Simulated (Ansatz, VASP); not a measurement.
# Two plane-wave programs on CoSi2

INCAR

```
  PREC = Accurate
  ENCUT = 520
  EDIFF = 1E-7
  ISMEAR = -1
  SIGMA = 0.08
  LREAL = F
  LASPH = T
  NELM = 100
  ALGO = Normal
  ISIF = 2
  LWAVE = F
  LCHARG = F
  GGA = PE
  NBANDS = 16
```

KPOINTS

```
Automatic mesh
0
Gamma
  10 10 8
```

The input POSCAR:

```
CoSi2
1.0
    3.5307847387      0.0000000000      0.0000000000
   -1.7653923693      3.0577492790      0.0000000000
    0.0000000000      0.0000000000      2.1610599751
Co Si
1 2
Direct
    0.0000000000      0.0000000000      0.0000000000
    0.3333333333      0.6666666667      0.5000000000
    0.6666666667      0.3333333333      0.5000000000
```

Input for Ansatz:

```yaml
crystal:
  lattice:
    - [3.5307847387, 0.0, 0.0]
    - [-1.7653923693, 3.057749279, 0.0]
    - [0.0, 0.0, 2.1610599751]
  atoms:
    - { symbol: Co, position: [0.0, 0.0, 0.0] }
    - { symbol: Si, position: [0.3333333333, 0.6666666667, 0.5] }
    - { symbol: Si, position: [0.6666666667, 0.3333333333, 0.5] }
kpoints:
  mp_grid: { grid: [10, 10, 8] }
scf:
  occupations: { method: fermi_dirac, width: 0.08 }
hamiltonian:
  xc: pbe
  pseudopotentials: { kind: nc }
output:
  forces: true
  stress: true
  eigenvalues: true
```

Change from the starting cell: volume scaled by 0.62, norm-conserving files.

Alike in both runs: task single point; functional PBE; k mesh 10 × 10 × 8; occupations fermi-dirac, width 0.08 eV; no spin polarisation.

|  | VASP | Ansatz |
| --- | --- | --- |
| version | VASP 6.6.1 | Ansatz 0.2.0 |
| potentials or method | VASP PAW PBE potentials, release 64 (Co, Si) | norm-conserving pseudopotentials, scalar-relativistic |
| plane-wave cutoff (eV) | 520 | 1306 |
| valence electrons in the cell | 17 | 25 |

VASP gave:

* pressure (GPa): 202.0
* traceless stress, the component that is largest in VASP (GPa): -0.23

Problem. Estimate Ansatz's values.

Solution. Pressure (GPa): 200.6; traceless stress, the component that is largest in VASP (GPa): 0.04.

Both programs put the cell under a high pressure, so it lies far from rest at this level. VASP's potentials hold 17 valence electrons a cell and Ansatz's 25, so a difference there can come from the potentials and not from the codes.

The k mesh is coarse, so the values compare programs but aren't converged. Noted on VASP's run: the cell as given lies far from equilibrium.
